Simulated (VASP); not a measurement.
# Ta (I4/mmm) in VASP: further runs

Runs on Ta. Level: PBEsol. Tasks: electric field gradients.

Everything below comes from runs of VASP 6.6.1. Logs are shortened: lines on timing, memory, paths and dates and some standing lists are left out, and cuts for length are marked.

## Step 1: The cell of the first run

The structure is tetragonal, space group I4/mmm (No. 139). Conventional cell: a = 3.237 Å, b = 3.237 Å, c = 3.303 Å, α = 90.00°, β = 90.00°, γ = 90.00°. Within 3.7 Å of Ta (site symmetry 4/mmm) lie 14 Ta at 2.82 to 3.30 Å.

## Step 2: Electric field gradients, PBEsol (equal xx and yy strain of -2 %)

Contents of INCAR:

```
PREC = Accurate
ENCUT = 400
EDIFF = 1E-8
ISMEAR = -1
SIGMA = 0.05
LREAL = False
LASPH = True
NELM = 120
ALGO = Normal
ISIF = 2
LWAVE = False
LCHARG = False
GGA = PS
LEFG = True
NBANDS = 12
GGA_COMPAT = False
```

Contents of KPOINTS:

```
regular mesh
0
Gamma
  15 15 15
```

Contents of POSCAR:

```
Ta
1.0
   -1.6182544000      1.6182544000      1.6512800000
    1.6182544000     -1.6182544000      1.6512800000
    1.6182544000      1.6182544000     -1.6512800000
Ta
1
Direct
    0.0000000000      0.0000000000      0.0000000000
```

Potentials or basis: VASP PAW PBE potentials, release 64 (Ta_pv).

Run with:

```sh
cat potpaw_PBE.64/Ta_pv/POTCAR > POTCAR
mpirun -np 1 vasp_std > vasp.out
```

OUTCAR:

```text
PREC = Accurate
   ENCUT = 400
   EDIFF = 1E-8
   ISMEAR = -1
   LREAL = False
   LASPH = True
   NELM = 120
   ISIF = 2
   GGA = PS

 ion  position               nearest neighbor table
   1  0.000  0.000  0.000-

  LATTYP: Found a body centered tetragonal cell.
 ALAT       =     3.2365088000
 C/A-ratio  =     1.0204081633

  Lattice vectors:

 A1 = (  -1.6182544000,   1.6182544000,   1.6512800000)
 A2 = (   1.6182544000,  -1.6182544000,   1.6512800000)
 A3 = (   1.6182544000,   1.6182544000,  -1.6512800000)

Analysis of symmetry for initial positions (statically):
=====================================================================
 Subroutine PRICEL returns:
 Original cell was already a primitive cell.

 Routine SETGRP: Setting up the symmetry group for a
 body centered tetragonal supercell.

 Subroutine GETGRP returns: Found 16 space group operations
 (whereof 16 operations were pure point group operations)
 out of a pool of 16 trial point group operations.

The static configuration has the point symmetry D_4h.

Analysis of symmetry for dynamics (positions and initial velocities):
=====================================================================
 Subroutine PRICEL returns:
 Original cell was already a primitive cell.

 Routine SETGRP: Setting up the symmetry group for a
 body centered tetragonal supercell.

 Subroutine GETGRP returns: Found 16 space group operations
 (whereof 16 operations were pure point group operations)
 out of a pool of 16 trial point group operations.

The dynamic configuration has the point symmetry D_4h.

 Subroutine INISYM returns: Found 16 space group operations
 (whereof 16 operations are pure point group operations),
 and found     1 'primitive' translations

----------------------------------------------------------------------------------------

                                     Primitive cell

  volume of cell :      17.2971

  direct lattice vectors                    reciprocal lattice vectors
    -1.618254400  1.618254400  1.651280000     0.000000000  0.308974905  0.302795407
     1.618254400 -1.618254400  1.651280000     0.308974905  0.000000000  0.302795407
     1.618254400  1.618254400 -1.651280000     0.308974905  0.308974905  0.000000000

  length of vectors
     2.822095010  2.822095010  2.822095010     0.432609004  0.432609004  0.436956502

  position of ions in fractional coordinates (direct lattice)
     0.000000000  0.000000000  0.000000000

  ion indices of the primitive-cell ions
   primitive index   ion index
                 1           1

----------------------------------------------------------------------------------------

 KPOINTS: regular mesh

Automatic generation of k-mesh.
 Grid dimensions read from file:
 generate k-points for:   15   15   15

 Generating k-lattice:

  Cartesian coordinates                     Fractional coordinates (reciprocal lattice)
     0.000000000  0.020598327  0.020186360     0.066666667  0.000000000  0.000000000
     0.020598327  0.000000000  0.020186360     0.000000000  0.066666667  0.000000000
     0.020598327  0.020598327  0.000000000     0.000000000  0.000000000  0.066666667

  Length of vectors
     0.028840600  0.028840600  0.029130433

  Shift w.r.t. Gamma in fractional coordinates (k-lattice)
     0.000000000  0.000000000  0.000000000

 Subroutine IBZKPT returns following result:
 ===========================================

 Found    288 irreducible k-points:

 Following reciprocal coordinates:
            Coordinates               Weight
  0.000000  0.000000  0.000000      1.000000
  0.066667  0.000000  0.000000      8.000000
  0.133333  0.000000  0.000000      8.000000
  0.200000 -0.000000  0.000000      8.000000
  0.266667  0.000000  0.000000      8.000000
  0.333333  0.000000  0.000000      8.000000
[... 16 lines left out ...]
  0.133333  0.133333  0.000000      8.000000
  0.200000  0.133333  0.000000     16.000000
 [... further k-points ...]
   k-points           NKPTS =    288   k-points in BZ     NKDIM =    288   number of bands    NBANDS=     12
   number of dos      NEDOS =    301   number of ions     NIONS =      1
   total plane-waves  NPLWV =   5832
   dimension x,y,z NGX =    18 NGY =   18 NGZ =   18
   dimension x,y,z NGXF=    36 NGYF=   36 NGZF=   36
   ions per type =               1
   NGX,Y,Z   is equivalent  to a cutoff of  10.60, 10.60, 10.60 a.u.
   NGXF,Y,Z  is equivalent  to a cutoff of  21.21, 21.21, 21.21 a.u.
 SYSTEM =  unknown system
   PREC   = accura    normal or accurate (medium, high low for compatibility)
   ISTART =      0    job   : 0-new  1-cont  2-samecut
   ICHARG =      2    charge: 1-file 2-atom 10-const
   ISPIN  =      1    spin polarized calculation?
   LNONCOLLINEAR =      F non collinear calculations
   LSORBIT =      F    spin-orbit coupling
   LASPH  =      T    aspherical Exc in radial PAW
   ENCUT  =  400.0 eV  29.40 Ry    5.42 a.u.   4.60  4.60  4.60*2*pi/ulx,y,z
   NELM   =    120;   NELMIN=  2; NELMDL= -5     # of ELM steps
   EDIFF  = 0.1E-07   stopping-criterion for ELM
   LREAL  =      F    real-space projection
   EDIFFG = 0.1E-06   stopping-criterion for IOM
   NSW    =      0    number of steps for IOM
   IBRION =     -1    ionic relax: 0-MD 1-quasi-New 2-CG
   NFREE  =      0    steps in history (QN), initial steepest desc. (CG)
   ISIF   =      2    stress and relaxation
   ISYM   =      2    0-nonsym 1-usesym 2-fastsym
   POTIM  = 0.5000    time-step for ionic-motion
   TEBEG  =    0.0;   TEEND  =   0.0 temperature during run
   PSTRESS=    0.0 pullay stress
   NELECT =      11.0000    total number of electrons
   NUPDOWN=      -1.0000    fix difference up-down
   EMIN   =  10.00;   EMAX   =-10.00  energy-range for DOS
   EFERMI =   0.00;   METHOD = LEGACY
   ISMEAR =    -1;   SIGMA  =   0.05  broadening in eV -4-tet -1-fermi 0-gaus
   EFERMI_NEDOS =   21; number of points for ismear=-14 and -15
   IALGO  =     38    algorithm
   IMIX   =      4    mixing-type and parameters
     AMIX     =   0.40;   BMIX     =  1.00
     AMIX_MAG =   1.60;   BMIX_MAG =  1.00
  volume/ion in A,a.u.               =      17.30       116.73
  Fermi-wavevector in a.u.,A,eV,Ry     =   1.407822  2.660397 26.966225  1.981962
  Thomas-Fermi vector in A             =   2.530042
   LORBIT       =      0    0 simple, 1 ext, 2 COOP (PROOUT), +10 PAW based schemes
   GGA     = PS    functional components
   LHFCALC =     F    Hartree Fock is set to
   AEXX    =    0.0000 exact exchange contribution
   IVDW    =     0    specifies the selected vdW correction
   LEPSILON=     F    determine dielectric tensor
   LRPA    =     F    only Hartree local field effects (RPA)
 non-spin polarized calculation
  energy-cutoff  :      400.00
  volume of cell :       17.30
 maximum number of plane-waves:       329
   NGX =  9   NGY =  9   NGZ =  9

 number of electron      11.0000005 magnetization

 Free energy of the ion-electron system (eV)
  ---------------------------------------------------
  ext. energy  EPLUGINS =         0.00000000
  ---------------------------------------------------
  free energy    TOTEN  =       -12.54857235 eV

  energy without entropy =      -12.53911869  energy(sigma->0) =      -12.54384552

 E-fermi :   5.6569     XC(G=0): -12.9368

 val. band max:        5.6351171204   @ k =  -0.0667   0.2000   0.0667
 cond. band min:       5.6585193048   @ k =  -0.2000   0.0667  -0.0000
 fundamental gap:      0.0234021844
 Fermi energy:         5.6569484718

 k-point     1 :       0.0000    0.0000    0.0000
  band No.  band energies     occupation
      1     -27.2115      2.00000
      2     -27.2062      2.00000
      3     -27.2062      2.00000
      4      -2.4325      2.00000
      5       6.2868      0.00001
      6       6.2868      0.00001
      7       6.5523      0.00000
      8       9.5987      0.00000
      9       9.9669      0.00000
     10      20.4601      0.00000
     11      20.6392      0.00000
     12      21.0128      0.00000

 k-point     2 :       0.0667    0.0000    0.0000
  band No.  band energies     occupation
      1     -27.2730      2.00000
      2     -27.2252      2.00000
      3     -27.2089      2.00000
      4      -2.2243      2.00000
      5       6.2444      0.00002
      6       6.2512      0.00001
      7       6.6653      0.00000
      8       9.4215      0.00000
      9       9.9187      0.00000
     10      20.4599      0.00000
     11      20.9490      0.00000
     12      21.3731      0.00000
[... 316 lines left out ...]
 k-point    24 :       0.2000    0.1333    0.0000
  band No.  band energies     occupation
      1     -28.0352      2.00000
      2     -27.4699      2.00000
      3     -27.2745      2.00000
      4       0.6495      2.00000
      5       4.8330      2.00000
      6       5.1323      1.99994
      7       8.7508      0.00000
      8      10.2346      0.00000
      9      10.4790      0.00000
     10      20.4248      0.00000
     11      20.8562      0.00000
     12      22.9170      0.00000

 [... further k-points ...]
[... 5 lines left out ...]
  --------------------------------------------------------------------------------------
  -------------------------------------------------------------------------------------
  Total        0.5990614      0.5990614      0.2845976      0.0000000     -0.0000000      0.0000000
  in kB       55.4890926     55.4890926     26.3613456      0.0000000     -0.0000000      0.0000000
  external PRESSURE =      45.7798436 kB  Pullay stress =       0.0000000 kB

 VOLUME and BASIS-vectors are now :
 -----------------------------------------------------------------------------
  energy-cutoff  :      400.00
  volume of cell :       17.30
      direct lattice vectors                 reciprocal lattice vectors
    -1.618254400  1.618254400  1.651280000     0.000000000  0.308974905  0.302795407
     1.618254400 -1.618254400  1.651280000     0.308974905  0.000000000  0.302795407
     1.618254400  1.618254400 -1.651280000     0.308974905  0.308974905  0.000000000

 POSITION                                       TOTAL-FORCE (eV/Angst)
 -----------------------------------------------------------------------------------
      0.00000      0.00000      0.00000         0.000000      0.000000      0.000000
 -----------------------------------------------------------------------------------
    total drift:                                0.000000      0.000000      0.000000

  FREE ENERGIE OF THE ION-ELECTRON SYSTEM (eV)
  ---------------------------------------------------
  free  energy   TOTEN  =       -12.5485723544 eV

  energy  without entropy=      -12.5391186915  energy(sigma->0) =      -12.54384552

 Electric field gradients (V/A^2)
---------------------------------------------------------------------
 ion       V_xx      V_yy      V_zz      V_xy      V_xz      V_yz
---------------------------------------------------------------------
   1      -7.010    -7.010    14.020     0.001     0.001     0.001
---------------------------------------------------------------------

 Electric field gradients after diagonalization (V/A^2)
 (convention: |V_zz| > |V_xx| > |V_yy|)
----------------------------------------------------------------------
 ion       V_xx      V_yy      V_zz     asymmetry (V_yy - V_xx)/ V_zz
----------------------------------------------------------------------
   1      -7.011    -7.009    14.020       0.000
----------------------------------------------------------------------

           NMR quadrupolar parameters

 Cq : quadrupolar parameter    Cq=e*Q*V_zz/h
 eta: asymmetry parameters     (V_yy - V_xx)/ V_zz
 Q  : nuclear electric quadrupole moment in mb (millibarn)
----------------------------------------------------------------------
 ion       Cq(MHz)       eta       Q (mb)
----------------------------------------------------------------------
   1       0.034       0.000       1.000
----------------------------------------------------------------------
```

Run time: 23 s. Hardware: 1 thread of Intel Xeon 6975P-C, shared host; peak memory 0.15 GiB.

What came out:

```yaml
Free_energy: -12.5486 eV
Pressure: 4.6 GPa
```

Stress tensor (GPa, compression positive):
```
5.55 0.00 0.00
0.00 5.55 0.00
0.00 0.00 2.64
```

Electric field gradients, principal values (V/Å²):
```tsv
atom	least	middle	greatest (by size)
1 Ta	-7.009	-7.011	14.020
```

Caveat: the cell differs from its parent crystal (equal xx and yy strain of -2 %); without QUAD_EFG the Cq values of the log hold for a quadrupole moment of 1 mb, not for the nuclei; the PAW data sets were made with another functional, which shifts forces and pressure a little; spin-orbit coupling is left out, which moves the levels of the heavy elements.

## Step 3: Electric field gradients, PBEsol (equal xx and yy strain of +1 %)

Contents of INCAR:

```
SYSTEM = Ta
  PREC = Accurate
  ENCUT = 400
  EDIFF = 1E-8
  ISMEAR = -1
  SIGMA = 0.05
  LREAL = .False.
  LASPH = .True.
  NELM = 120
  ALGO = Normal
  ISIF = 2
  LWAVE = .False.
  LCHARG = .False.
  GGA = PS
  LEFG = .True.
  NBANDS = 12
  GGA_COMPAT = .False.
```

Contents of KPOINTS:

```
Automatic mesh
0
Gamma
  15 15 15
  0 0 0
```

Contents of POSCAR:

```
Ta
1.0
   -1.6677928000      1.6677928000      1.6512800000
    1.6677928000     -1.6677928000      1.6512800000
    1.6677928000      1.6677928000     -1.6512800000
Ta
1
Direct
    0.0000000000      0.0000000000      0.0000000000
```

Potentials or basis: VASP PAW PBE potentials, release 64 (Ta_pv).

Run with:

```sh
cat potpaw_PBE.64/Ta_pv/POTCAR > POTCAR
mpirun -np 1 vasp_std > vasp.out
```

OUTCAR:

```text
SYSTEM = Ta
   PREC = Accurate
   ENCUT = 400
   EDIFF = 1E-8
   ISMEAR = -1
   LREAL = .False.
   LASPH = .True.
   NELM = 120
   ISIF = 2
   GGA = PS

 ion  position               nearest neighbor table
   1  0.000  0.000  0.000-

  LATTYP: Found a body centered tetragonal cell.
 ALAT       =     3.3355856000
 C/A-ratio  =     0.9900990099

  Lattice vectors:

 A1 = (  -1.6677928000,   1.6677928000,   1.6512800000)
 A2 = (   1.6677928000,  -1.6677928000,   1.6512800000)
 A3 = (   1.6677928000,   1.6677928000,  -1.6512800000)

Analysis of symmetry for initial positions (statically):
=====================================================================
 Subroutine PRICEL returns:
 Original cell was already a primitive cell.

 Routine SETGRP: Setting up the symmetry group for a
 body centered tetragonal supercell.

 Subroutine GETGRP returns: Found 16 space group operations
 (whereof 16 operations were pure point group operations)
[... 539 lines left out ...]

 VOLUME and BASIS-vectors are now :
 -----------------------------------------------------------------------------
  energy-cutoff  :      400.00
  volume of cell :       18.37
      direct lattice vectors                 reciprocal lattice vectors
    -1.667792800  1.667792800  1.651280000     0.000000000  0.299797433  0.302795407
     1.667792800 -1.667792800  1.651280000     0.299797433  0.000000000  0.302795407
     1.667792800  1.667792800 -1.651280000     0.299797433  0.299797433  0.000000000

 POSITION                                       TOTAL-FORCE (eV/Angst)
 -----------------------------------------------------------------------------------
      0.00000      0.00000      0.00000         0.000000     -0.000000     -0.000000
 -----------------------------------------------------------------------------------
    total drift:                                0.000000      0.000000      0.000000

  FREE ENERGIE OF THE ION-ELECTRON SYSTEM (eV)
  ---------------------------------------------------
  free  energy   TOTEN  =       -12.5383971311 eV

  energy  without entropy=      -12.5273003047  energy(sigma->0) =      -12.53284872

 Electric field gradients (V/A^2)
---------------------------------------------------------------------
 ion       V_xx      V_yy      V_zz      V_xy      V_xz      V_yz
---------------------------------------------------------------------
   1       2.506     2.506    -5.012    -0.001    -0.001    -0.001
---------------------------------------------------------------------

 Electric field gradients after diagonalization (V/A^2)
 (convention: |V_zz| > |V_xx| > |V_yy|)
----------------------------------------------------------------------
 ion       V_xx      V_yy      V_zz     asymmetry (V_yy - V_xx)/ V_zz
----------------------------------------------------------------------
   1       2.507     2.505    -5.012       0.000
----------------------------------------------------------------------

           NMR quadrupolar parameters

 Cq : quadrupolar parameter    Cq=e*Q*V_zz/h
 eta: asymmetry parameters     (V_yy - V_xx)/ V_zz
 Q  : nuclear electric quadrupole moment in mb (millibarn)
----------------------------------------------------------------------
 ion       Cq(MHz)       eta       Q (mb)
----------------------------------------------------------------------
   1      -0.012       0.000       1.000
----------------------------------------------------------------------
```

Wall time 27 s (1 thread of Intel Xeon 6975P-C, shared host); peak memory 0.16 GiB.

What came out:

- Free energy: -12.5384 eV
- Pressure: -7.6 GPa

Levels at points of the mesh, in eV from the Fermi level:
```tsv
k point	band 3	band 4	band 5	band 6	band 7	band 8
(0.00, 0.00, 0.00)	-33.10	-7.85	0.64	0.77	0.77	3.84
```

Electric field gradients, principal values (V/Å²):
| atom | least | middle | greatest (by size) |
| --- | --- | --- | --- |
| 1 Ta | 2.505 | 2.507 | -5.012 |

Caveat: the cell differs from its parent crystal (equal xx and yy strain of +1 %); without QUAD_EFG the Cq values of the log hold for a quadrupole moment of 1 mb, not for the nuclei; the PAW data sets were made with another functional, which shifts forces and pressure a little; spin-orbit coupling is left out, which moves the levels of the heavy elements.

(Part 1 of 2 ends here.)
